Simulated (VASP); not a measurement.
Crystal: Ta2W.

```
CELL_PARAMETERS angstrom
-1.61817 1.61817 4.85451
1.61817 -1.61817 4.85451
1.61817 1.61817 -4.85451
ATOMIC_POSITIONS crystal
Ta 0.66667 0.66667 0.00000
Ta 0.33333 0.33333 0.00000
W 0.00000 0.00000 0.00000
```

```yaml
Program: VASP 6.6.1
Task: relaxation of cell and atoms
Functional: PBE
Potentials_or_basis: VASP PAW PBE potentials, release 64 (Ta_pv, W_sv)
Cutoff: 600 eV
k_mesh: 8 × 8 × 8
Occupations: gaussian, width 0.1 eV
Spin: no spin polarisation
```

At the start: pressure 6.3 GPa; volume 16.95 Å³/atom.

Q: Where does the relaxation end?

A: Over 9 steps the energy falls by 27.3 meV/atom and the volume is 17.48 Å³/atom (+3.2 %); space group I4/mmm (No. 139, to 0.05 Å).

The path:
```
step  energy change (eV)  largest force (eV/Å)  pressure (GPa)  volume (Å³)
   1              0.0000                1.0262            6.27        50.85
   2              0.0709                0.2657          -12.90        55.88
   3             -0.0559                0.6387           -2.26        52.78
   4             -0.0777                0.1231            0.84        52.24
   5             -0.0789                0.0170            0.23        52.34
   6             -0.0812                0.0059           -0.13        52.46
   7             -0.0817                0.0035           -0.40        52.54
   8             -0.0811                0.0287            0.88        52.26
   9             -0.0818                0.0110            0.00        52.45
```

Final structure:
```xyz
3
Lattice="-1.6290 1.6290 4.9417 1.6290 -1.6290 4.9417 1.6290 1.6290 -4.9417" Properties=species:S:1:pos:R:3 pbc="T T T"
Ta    0.0000    0.0000    6.5304
Ta    0.0000    0.0000    3.3531
W     0.0000    0.0000    0.0000
```
